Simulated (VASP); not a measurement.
# LiH (Fm-3m) in VASP: single point with PBE

Aim: the single point of LiH with PBE.

Program: VASP 6.6.1. These are calculated values, not measurements. Logs are shortened: lines on timing, memory, paths and dates and some standing lists are left out, and cuts for length are marked.

### 1 The cell of the first run

Symmetry: Fm-3m, No. 225, cubic system. Conventional cell: a = 4.074 Å, b = 4.074 Å, c = 4.074 Å, α = 90.00°, β = 90.00°, γ = 90.00°. Within 2.7 Å of Li (site symmetry m-3m) lie 6 H at 2.04 Å. H (site symmetry m-3m) has 6 Li at 2.04 Å within 2.7 Å.

### 2 Single point, PBE

Input file INCAR:

```
  PREC = Accurate
  ENCUT = 520
  EDIFF = 1E-6
  ISMEAR = 0
  SIGMA = 0.01
  LREAL = F
  LASPH = T
  NELM = 100
  ALGO = Normal
  ISIF = 2
  LWAVE = F
  LCHARG = F
  GGA = PE
  NBANDS = 9
```

Input file KPOINTS:

```
regular mesh
0
Gamma
  7 7 7
```

Input file POSCAR:

```
LiH
1.0
    0.0000000000      2.0367500000      2.0367500000
    2.0367500000      0.0000000000      2.0367500000
    2.0367500000      2.0367500000      0.0000000000
Li H
1 1
Direct
    0.0000000000      0.0000000000      0.0000000000
    0.5000000000      0.5000000000      0.5000000000
```

Potentials or basis: VASP PAW PBE potentials, release 64 (Li_sv, H).

Launch:

```
cat potpaw_PBE.64/Li_sv/POTCAR potpaw_PBE.64/H/POTCAR > POTCAR
mpirun -np 1 vasp_std > vasp.out
```

OUTCAR:

```text
PREC = Accurate
   ENCUT = 520
   EDIFF = 1E-6
   ISMEAR = 0
   LREAL = F
   LASPH = T
   NELM = 100
   ISIF = 2
   GGA = PE

 ion  position               nearest neighbor table
   1  0.000  0.000  0.000-
   2  0.500  0.500  0.500-

  LATTYP: Found a face centered cubic cell.
 ALAT       =     4.0735000000

  Lattice vectors:

 A1 = (   0.0000000000,   2.0367500000,   2.0367500000)
 A2 = (   2.0367500000,   0.0000000000,   2.0367500000)
 A3 = (   2.0367500000,   2.0367500000,   0.0000000000)

Analysis of symmetry for initial positions (statically):
=====================================================================
 Subroutine PRICEL returns:
 Original cell was already a primitive cell.

 Routine SETGRP: Setting up the symmetry group for a
 face centered cubic supercell.

 Subroutine GETGRP returns: Found 48 space group operations
 (whereof 48 operations were pure point group operations)
 out of a pool of 48 trial point group operations.

The static configuration has the point symmetry O_h .

Analysis of symmetry for dynamics (positions and initial velocities):
=====================================================================
 Subroutine PRICEL returns:
 Original cell was already a primitive cell.

 Routine SETGRP: Setting up the symmetry group for a
 face centered cubic supercell.

 Subroutine GETGRP returns: Found 48 space group operations
 (whereof 48 operations were pure point group operations)
 out of a pool of 48 trial point group operations.

The dynamic configuration has the point symmetry O_h .

 Subroutine INISYM returns: Found 48 space group operations
 (whereof 48 operations are pure point group operations),
 and found     1 'primitive' translations

----------------------------------------------------------------------------------------

                                     Primitive cell

  volume of cell :      16.8983

  direct lattice vectors                    reciprocal lattice vectors
     0.000000000  2.036750000  2.036750000    -0.245489137  0.245489137  0.245489137
     2.036750000  0.000000000  2.036750000     0.245489137 -0.245489137  0.245489137
     2.036750000  2.036750000  0.000000000     0.245489137  0.245489137 -0.245489137

  length of vectors
     2.880399473  2.880399473  2.880399473     0.425199658  0.425199658  0.425199658

  position of ions in fractional coordinates (direct lattice)
     0.000000000  0.000000000  0.000000000
     0.500000000  0.500000000  0.500000000

  ion indices of the primitive-cell ions
   primitive index   ion index
                 1           1
                 2           2

----------------------------------------------------------------------------------------

 KPOINTS: regular mesh

Automatic generation of k-mesh.
 Grid dimensions read from file:
 generate k-points for:    7    7    7

 Generating k-lattice:

  Cartesian coordinates                     Fractional coordinates (reciprocal lattice)
    -0.035069877  0.035069877  0.035069877     0.142857143  0.000000000  0.000000000
     0.035069877 -0.035069877  0.035069877     0.000000000  0.142857143  0.000000000
     0.035069877  0.035069877 -0.035069877     0.000000000  0.000000000  0.142857143

  Length of vectors
     0.060742808  0.060742808  0.060742808

  Shift w.r.t. Gamma in fractional coordinates (k-lattice)
     0.000000000  0.000000000  0.000000000

 Subroutine IBZKPT returns following result:
 ===========================================

 Found     20 irreducible k-points:

 Following reciprocal coordinates:
            Coordinates               Weight
  0.000000  0.000000  0.000000      1.000000
  0.142857  0.000000  0.000000      8.000000
  0.285714  0.000000  0.000000      8.000000
  0.428571  0.000000  0.000000      8.000000
  0.142857  0.142857  0.000000      6.000000
  0.285714  0.142857  0.000000     24.000000
[... 12 lines left out ...]
 -0.428571  0.428571  0.142857     24.000000
 -0.285714  0.428571  0.142857     24.000000
   k-points           NKPTS =     20   k-points in BZ     NKDIM =     20   number of bands    NBANDS=      9
   number of dos      NEDOS =    301   number of ions     NIONS =      2
   total plane-waves  NPLWV =  13824
   dimension x,y,z NGX =    24 NGY =   24 NGZ =   24
   dimension x,y,z NGXF=    48 NGYF=   48 NGZF=   48
   ions per type =               1   1
   NGX,Y,Z   is equivalent  to a cutoff of  13.85, 13.85, 13.85 a.u.
   NGXF,Y,Z  is equivalent  to a cutoff of  27.70, 27.70, 27.70 a.u.
 SYSTEM =  unknown system
   PREC   = accura    normal or accurate (medium, high low for compatibility)
   ISTART =      0    job   : 0-new  1-cont  2-samecut
   ICHARG =      2    charge: 1-file 2-atom 10-const
   ISPIN  =      1    spin polarized calculation?
   LNONCOLLINEAR =      F non collinear calculations
   LSORBIT =      F    spin-orbit coupling
   LASPH  =      T    aspherical Exc in radial PAW
   ENCUT  =  520.0 eV  38.22 Ry    6.18 a.u.   5.36  5.36  5.36*2*pi/ulx,y,z
   NELM   =    100;   NELMIN=  2; NELMDL= -5     # of ELM steps
   EDIFF  = 0.1E-05   stopping-criterion for ELM
   LREAL  =      F    real-space projection
   EDIFFG = 0.1E-04   stopping-criterion for IOM
   NSW    =      0    number of steps for IOM
   IBRION =     -1    ionic relax: 0-MD 1-quasi-New 2-CG
   NFREE  =      0    steps in history (QN), initial steepest desc. (CG)
   ISIF   =      2    stress and relaxation
   ISYM   =      2    0-nonsym 1-usesym 2-fastsym
   POTIM  = 0.5000    time-step for ionic-motion
   TEBEG  =    0.0;   TEEND  =   0.0 temperature during run
   PSTRESS=    0.0 pullay stress
   NELECT =       4.0000    total number of electrons
   NUPDOWN=      -1.0000    fix difference up-down
   EMIN   =  10.00;   EMAX   =-10.00  energy-range for DOS
   EFERMI =   0.00;   METHOD = LEGACY
   ISMEAR =     0;   SIGMA  =   0.01  broadening in eV -4-tet -1-fermi 0-gaus
   EFERMI_NEDOS =   21; number of points for ismear=-14 and -15
   IALGO  =     38    algorithm
   IMIX   =      4    mixing-type and parameters
     AMIX     =   0.40;   BMIX     =  1.00
     AMIX_MAG =   1.60;   BMIX_MAG =  1.00
  volume/ion in A,a.u.               =       8.45        57.02
  Fermi-wavevector in a.u.,A,eV,Ry     =   1.012699  1.913724 13.953585  1.025560
  Thomas-Fermi vector in A             =   2.145824
   LORBIT       =      0    0 simple, 1 ext, 2 COOP (PROOUT), +10 PAW based schemes
   GGA     = PE    functional components
   LHFCALC =     F    Hartree Fock is set to
   AEXX    =    0.0000 exact exchange contribution
   IVDW    =     0    specifies the selected vdW correction
   LEPSILON=     F    determine dielectric tensor
   LRPA    =     F    only Hartree local field effects (RPA)
 non-spin polarized calculation
 Gauss-broadening in eV      SIGMA  =   0.01
  energy-cutoff  :      520.00
  volume of cell :       16.90
 maximum number of plane-waves:       467
 NGX is ok and might be reduce to    24
   NGX = 11   NGY = 11   NGZ = 11

 number of electron       3.9999999 magnetization

 Free energy of the ion-electron system (eV)
  ---------------------------------------------------
  ext. energy  EPLUGINS =         0.00000000
  ---------------------------------------------------
  free energy    TOTEN  =        -6.12268213 eV

  energy without entropy =       -6.12268213  energy(sigma->0) =       -6.12268213

 E-fermi :  -0.0391     XC(G=0):  -8.3575

 val. band max:       -0.2406214900   @ k =  -0.4286   0.4286   0.0000
 cond. band min:       3.2471533346   @ k =  -0.4286   0.4286   0.0000
 fundamental gap:      3.4877748247
 Fermi energy:        -0.0391048140

 k-point     1 :       0.0000    0.0000    0.0000
  band No.  band energies     occupation
      1     -44.4690      2.00000
      2      -5.3788      2.00000
      3      15.3456      0.00000
      4      17.2764      0.00000
      5      17.2764      0.00000
      6      17.2764      0.00000
      7      21.9044      0.00000
      8      21.9044      0.00000
      9      21.9044      0.00000

 k-point     2 :       0.1429    0.0000    0.0000
  band No.  band energies     occupation
      1     -44.4618      2.00000
      2      -5.0270      2.00000
      3      12.7575      0.00000
      4      15.6965      0.00000
      5      16.6372      0.00000
      6      16.6372      0.00000
      7      21.5606      0.00000
      8      23.1913      0.00000
      9      23.1913      0.00000

 k-point     3 :       0.2857    0.0000    0.0000
  band No.  band energies     occupation
      1     -44.4454      2.00000
      2      -4.0386      2.00000
      3       8.2811      0.00000
      4      14.1274      0.00000
      5      15.9707      0.00000
      6      15.9708      0.00000
      7      20.7510      0.00000
      8      20.7511      0.00000
      9      23.3760      0.00000

 k-point     4 :       0.4286    0.0000    0.0000
  band No.  band energies     occupation
      1     -44.4324      2.00000
      2      -2.8561      2.00000
      3       5.1607      0.00000
      4      13.2386      0.00000
      5      15.9007      0.00000
      6      15.9007      0.00000
      7      18.7721      0.00000
      8      18.7721      0.00000
      9      25.7731      0.00000

 k-point     5 :       0.1429    0.1429    0.0000
  band No.  band energies     occupation
      1     -44.4594      2.00000
      2      -4.8989      2.00000
      3      13.2302      0.00000
      4      14.7295      0.00000
      5      14.7295      0.00000
      6      18.0300      0.00000
      7      18.1497      0.00000
      8      23.7254      0.00000
      9      25.5992      0.00000

 k-point     6 :       0.2857    0.1429    0.0000
  band No.  band energies     occupation
      1     -44.4462      2.00000
      2      -4.0826      2.00000
      3       9.6960      0.00000
      4      12.6895      0.00000
      5      13.5862      0.00000
      6      17.0474      0.00000
      7      19.4134      0.00000
      8      22.9919      0.00000
      9      25.2291      0.00000
[... 121 lines left out ...]
 k-point    17 :       0.4286    0.2857    0.1429
  band No.  band energies     occupation
      1     -44.4341      2.00000
      2      -3.0509      2.00000
      3       8.1402      0.00000
      4       8.9723      0.00000
      5      13.1117      0.00000
      6      16.7703      0.00000
      7      19.7066      0.00000
      8      23.5774      0.00000
      9      27.2441      0.00000

 k-point    18 :      -0.4286    0.2857    0.1429
  band No.  band energies     occupation
      1     -44.4244      2.00000
      2      -1.7681      2.00000
      3       5.4214      0.00000
      4       7.8579      0.00000
      5      12.4966      0.00000
      6      16.1482      0.00000
      7      22.2849      0.00000
      8      24.4187      0.00000
      9      26.8854      0.00000

 k-point    19 :      -0.4286    0.4286    0.1429
  band No.  band energies     occupation
      1     -44.4204      2.00000
      2      -0.8930      2.00000
      3       4.4852      0.00000
      4       7.5355      0.00000
      5      11.1756      0.00000
      6      16.7201      0.00000
      7      18.2885      0.00000
      8      27.3764      0.00000
      9      30.3820      0.00000

 k-point    20 :      -0.2857    0.4286    0.1429
  band No.  band energies     occupation
      1     -44.4193      2.00000
      2      -0.6172      2.00000
      3       4.6943      0.00000
      4       6.0852      0.00000
      5      11.5217      0.00000
      6      16.5120      0.00000
      7      22.2642      0.00000
      8      25.4484      0.00000
      9      26.8634      0.00000

------------------------ aborting loop because EDIFF is reached ----------------------------------------

  FORCE on cell =-STRESS in cart. coord.  units (eV):
  Direction    XX          YY          ZZ          XY          YZ          ZX
  --------------------------------------------------------------------------------------
  -------------------------------------------------------------------------------------
  Total       -0.1970944     -0.1970944     -0.1970944      0.0000000     -0.0000000     -0.0000000
  in kB      -18.6870885    -18.6870885    -18.6870885      0.0000000     -0.0000000     -0.0000000
  external PRESSURE =     -18.6870885 kB  Pullay stress =       0.0000000 kB

 VOLUME and BASIS-vectors are now :
 -----------------------------------------------------------------------------
  energy-cutoff  :      520.00
  volume of cell :       16.90
      direct lattice vectors                 reciprocal lattice vectors
     0.000000000  2.036750000  2.036750000    -0.245489137  0.245489137  0.245489137
     2.036750000  0.000000000  2.036750000     0.245489137 -0.245489137  0.245489137
     2.036750000  2.036750000  0.000000000     0.245489137  0.245489137 -0.245489137

 POSITION                                       TOTAL-FORCE (eV/Angst)
 -----------------------------------------------------------------------------------
      0.00000      0.00000      0.00000        -0.000000     -0.000000     -0.000000
      2.03675      2.03675      2.03675         0.000000      0.000000      0.000000
 -----------------------------------------------------------------------------------
    total drift:                                0.000000     -0.000000     -0.000000

  FREE ENERGIE OF THE ION-ELECTRON SYSTEM (eV)
  ---------------------------------------------------
  free  energy   TOTEN  =        -6.1226821347 eV

  energy  without entropy=       -6.1226821347  energy(sigma->0) =       -6.12268213
```

Wall time 3.4 s (1 thread of Intel Xeon Platinum 8488C (Sapphire Rapids), shared host); peak memory 0.13 GiB.

Results:

- Free energy: -6.1227 eV
- Band gap on the k mesh: 3.49 eV, direct

Caveat: the cutoff is under 1.25 times the usual one of these potentials, so pressure, stress and relaxed cells hold a basis-set (Pulay) error. A hybrid or GW would open this gap; PBE tends to underestimate it.
